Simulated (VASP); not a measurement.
# Hf (P6_3/mmc) in VASP: notebook, part 2 of 2

VASP 6.6.1.

## 3. Single point, PBE

File INCAR:

```
SYSTEM = Hf
PREC = Accurate
ENCUT = 500
EDIFF = 1E-6
ISMEAR = -1
SIGMA = 0.0754
LREAL = .False.
LASPH = .True.
NELM = 120
ALGO = Normal
ISIF = 2
LWAVE = .False.
LCHARG = .False.
GGA = PE
NBANDS = 17
GGA_COMPAT = .False.
```

File KPOINTS:

```
Automatic mesh
0
Gamma
  7 7 4
  0 0 0
```

File POSCAR:

```
Hf
1.0
    1.5749050000      2.7278130000      0.0000000000
   -1.5749050000      2.7278130000      0.0000000000
    0.0000000000      0.0000000000      5.1432510000
Hf
2
Direct
    0.3333300000      0.3333400000      0.2500000000
    0.6666600000      0.6666700000      0.7500000000
```

Potentials or basis: VASP PAW PBE potentials, release 64 (Hf_pv).

Launch:

```sh
> cat potpaw_PBE.64/Hf_pv/POTCAR > POTCAR
> mpirun -np 1 vasp_std > vasp.out
```

OUTCAR:

```text
SYSTEM = Hf
   PREC = Accurate
   ENCUT = 500
   EDIFF = 1E-6
   ISMEAR = -1
   LREAL = .False.
   LASPH = .True.
   NELM = 120
   ISIF = 2
   GGA = PE

 ion  position               nearest neighbor table
   1  0.333  0.333  0.250-   2 3.15   2 3.15   2 3.15   2 3.15   2 3.15   2 3.15
   2  0.667  0.667  0.750-   1 3.15   1 3.15   1 3.15   1 3.15   1 3.15   1 3.15

  LATTYP: Found a hexagonal cell.
 ALAT       =     3.1498078548
 C/A-ratio  =     1.6328776983

  Lattice vectors:

 A1 = (   1.5749050000,  -2.7278130000,   0.0000000000)
 A2 = (   1.5749050000,   2.7278130000,   0.0000000000)
 A3 = (   0.0000000000,   0.0000000000,   5.1432510000)

Analysis of symmetry for initial positions (statically):
=====================================================================
 Subroutine PRICEL returns:
 Original cell was already a primitive cell.

 Routine SETGRP: Setting up the symmetry group for a
 hexagonal supercell.

 Subroutine GETGRP returns: Found  8 space group operations
 (whereof  2 operations were pure point group operations)
 out of a pool of 24 trial point group operations.

The static configuration has the point symmetry C_2 .
 The point group associated with its full space group is D_2h.

Analysis of symmetry for dynamics (positions and initial velocities):
=====================================================================
 Subroutine PRICEL returns:
 Original cell was already a primitive cell.

 Routine SETGRP: Setting up the symmetry group for a
 hexagonal supercell.

 Subroutine GETGRP returns: Found  8 space group operations
 (whereof  2 operations were pure point group operations)
 out of a pool of 24 trial point group operations.

The dynamic configuration has the point symmetry C_2 .
 The point group associated with its full space group is D_2h.

 Subroutine INISYM returns: Found  8 space group operations
 (whereof  2 operations are pure point group operations),
 and found     1 'primitive' translations

[... 110 lines left out ...]
   EFERMI_NEDOS =   21; number of points for ismear=-14 and -15
   IALGO  =     38    algorithm
   IMIX   =      4    mixing-type and parameters
     AMIX     =   0.40;   BMIX     =  1.00
     AMIX_MAG =   1.60;   BMIX_MAG =  1.00
  volume/ion in A,a.u.               =      22.10       149.11
  Fermi-wavevector in a.u.,A,eV,Ry     =   1.256915  2.375225 21.494967  1.579836
  Thomas-Fermi vector in A             =   2.390600
   LORBIT       =      0    0 simple, 1 ext, 2 COOP (PROOUT), +10 PAW based schemes
   GGA     = PE    functional components
   LHFCALC =     F    Hartree Fock is set to
   AEXX    =    0.0000 exact exchange contribution
   IVDW    =     0    specifies the selected vdW correction
   LEPSILON=     F    determine dielectric tensor
   LRPA    =     F    only Hartree local field effects (RPA)
 non-spin polarized calculation
  energy-cutoff  :      500.00
  volume of cell :       44.19
 maximum number of plane-waves:      1134
   NGX = 11   NGY = 11   NGZ = 19

 number of electron      20.0000000 magnetization

 Free energy of the ion-electron system (eV)
  ---------------------------------------------------
  ext. energy  EPLUGINS =         0.00000000
  ---------------------------------------------------
  free energy    TOTEN  =       -19.85269292 eV

  energy without entropy =      -19.82596797  energy(sigma->0) =      -19.83933044

 E-fermi :   5.0150     XC(G=0): -11.3400

 val. band max:        4.9936867605   @ k =   0.0000   0.0000   0.5000
 cond. band min:       5.1986054190   @ k =  -0.2857   0.2857   0.2500
 fundamental gap:      0.2049186585
 Fermi energy:         5.0150074184

 k-point     1 :       0.0000    0.0000    0.0000
  band No.  band energies     occupation
      1     -26.0130      2.00000
      2     -25.2520      2.00000
      3     -25.2520      2.00000
      4     -25.1696      2.00000
      5     -25.1400      2.00000
      6     -25.1400      2.00000
[... 457 lines left out ...]
      4     -25.3517      2.00000
      5     -25.2445      2.00000
      6     -25.2434      2.00000
[... 9 lines left out ...]
     16       9.0154      0.00000
     17      10.6070      0.00000

 [... further k-points ...]

------------------------ aborting loop because EDIFF is reached ----------------------------------------

  FORCE on cell =-STRESS in cart. coord.  units (eV):
  Direction    XX          YY          ZZ          XY          YZ          ZX
  --------------------------------------------------------------------------------------
  -------------------------------------------------------------------------------------
  Total        0.8216869      0.8218633     -0.0888389      0.0000000     -0.0000000      0.0000000
  in kB       29.7906720     29.7970641     -3.2208993      0.0000000     -0.0000000      0.0000000
  external PRESSURE =      18.7889456 kB  Pullay stress =       0.0000000 kB

 VOLUME and BASIS-vectors are now :
 -----------------------------------------------------------------------------
  energy-cutoff  :      500.00
  volume of cell :       44.19
      direct lattice vectors                 reciprocal lattice vectors
     1.574905000  2.727813000  0.000000000     0.317479467  0.183297022  0.000000000
    -1.574905000  2.727813000  0.000000000    -0.317479467  0.183297022  0.000000000
     0.000000000  0.000000000  5.143251000     0.000000000  0.000000000  0.194429554

 POSITION                                       TOTAL-FORCE (eV/Angst)
 -----------------------------------------------------------------------------------
     -0.00002      1.81855      1.28581         0.000000     -0.000030     -0.000000
     -0.00002      3.63707      3.85744         0.000000      0.000030      0.000000
 -----------------------------------------------------------------------------------
    total drift:                                0.000000     -0.000000     -0.000000

  FREE ENERGIE OF THE ION-ELECTRON SYSTEM (eV)
  ---------------------------------------------------
  free  energy   TOTEN  =       -19.8526929182 eV

  energy  without entropy=      -19.8259679716  energy(sigma->0) =      -19.83933044
```

OSZICAR:

```text
N       E                     dE             d eps       ncg     rms          rms(c)
DAV:   1     0.507455720629E+02    0.50746E+02   -0.11223E+04  1632   0.109E+03
DAV:   2    -0.187645359548E+02   -0.69510E+02   -0.67795E+02  2188   0.248E+02
DAV:   3    -0.205343194522E+02   -0.17698E+01   -0.17577E+01  2025   0.268E+01
DAV:   4    -0.205485849929E+02   -0.14266E-01   -0.14255E-01  2138   0.288E+00
DAV:   5    -0.205487288226E+02   -0.14383E-03   -0.14380E-03  2088   0.254E-01    0.656E+01
DAV:   6    -0.200410461080E+02    0.50768E+00   -0.46860E-01  1898   0.445E+00    0.391E+01
DAV:   7    -0.198630067610E+02    0.17804E+00   -0.81106E-01  1932   0.561E+00    0.193E+00
DAV:   8    -0.198525886117E+02    0.10418E-01   -0.51987E-02  1897   0.149E+00    0.268E-01
DAV:   9    -0.198527042545E+02   -0.11564E-03   -0.11438E-03  2221   0.239E-01    0.186E-01
DAV:  10    -0.198526903614E+02    0.13893E-04   -0.66311E-05  1931   0.550E-02    0.250E-01
DAV:  11    -0.198526927563E+02   -0.23949E-05   -0.74280E-06  2055   0.193E-02    0.117E-02
DAV:  12    -0.198526929182E+02   -0.16186E-06   -0.43703E-07  1138   0.462E-03
   1 F= -.19852693E+02 E0= -.19839330E+02  d E =-.267249E-01
```

stdout:

```text
POSCAR found type information on POSCAR Hf
 POSCAR found :  1 types and       2 ions
 scaLAPACK will be used
 LDA part: xc-table for (Slater+PW92), standard interpolation
 POSCAR, INCAR and KPOINTS ok, starting setup
 FFT: planning ... GRIDC
 FFT: planning ... GRID_SOFT
 FFT: planning ... GRID
 WAVECAR not read
 entering main loop
```

Run time: 70 s. Hardware: 1 thread of AMD EPYC 7R13, shared host; peak memory 0.14 GiB.

What came out:

```
Free energy            : -19.8527 eV
Pressure               : 1.9 GPa
Band gap on the k mesh : zero (band 10 reaches 6.17 eV, above the bottom of band 11 at 4.81 eV)
```

Stress tensor (GPa, compression positive):
```
 2.98  0.00  0.00
 0.00  2.98  0.00
 0.00  0.00 -0.32
```

Levels at points of the mesh, in eV from the Fermi level:
```
           k point  band 6  band 7  band 8  band 9  band 10  band 11  band 12  band 13  band 14  band 15
(0.00, 0.00, 0.00)  -30.16   -7.43   -3.84    0.42     1.15     1.24     1.24     1.99     1.99     2.91
(0.00, 0.00, 0.50)  -30.21   -5.53   -5.53   -0.02    -0.02     1.19     1.19     1.19     1.19     4.85
```

Caveat: spin-orbit coupling is left out, which moves the levels of the heavy elements.

## 4. Single point, PBE

File INCAR:

```
SYSTEM = Hf
PREC = Accurate ; ENCUT = 500
EDIFF = 1E-6 ; ISMEAR = -4
SIGMA = 0.1 ; LREAL = .FALSE.
LASPH = .TRUE. ; NELM = 120
ALGO = Normal ; ISIF = 2
LWAVE = .FALSE. ; LCHARG = .TRUE.
GGA = PE ; LELF = .TRUE.
LVHAR = .TRUE. ; NBANDS = 17
GGA_COMPAT = .FALSE.
```

File KPOINTS:

```
regular mesh
0
G
  7 7 4
  0 0 0
```

POSCAR is that of step 3.

Launch:

```sh
> cat potpaw_PBE.64/Hf_pv/POTCAR > POTCAR
> mpirun -np 1 vasp_std > vasp.out
```

It took 77 s on 1 thread of AMD EPYC 7R13, shared host; peak memory 0.14 GiB.

Results (log left out):

- Free energy: -19.7828 eV
- Pressure: 1.7 GPa
- Band gap on the k mesh: zero (band 10 reaches 6.17 eV, above the bottom of band 11 at 4.80 eV)

Stress tensor (GPa, compression positive):
```
 2.86  0.00  0.00
 0.00  2.86  0.00
 0.00  0.00 -0.54
```

Levels at points of the mesh, in eV from the Fermi level:
| k point | band 6 | band 7 | band 8 | band 9 | band 10 | band 11 | band 12 | band 13 | band 14 | band 15 |
| --- | --- | --- | --- | --- | --- | --- | --- | --- | --- | --- |
| (0.00, 0.00, 0.00) | -30.19 | -7.48 | -3.89 | 0.37 | 1.11 | 1.19 | 1.19 | 1.95 | 1.95 | 2.87 |
| (0.00, 0.00, 0.50) | -30.25 | -5.57 | -5.57 | -0.07 | -0.07 | 1.14 | 1.14 | 1.14 | 1.14 | 4.81 |

Caveat: spin-orbit coupling is left out, which moves the levels of the heavy elements.
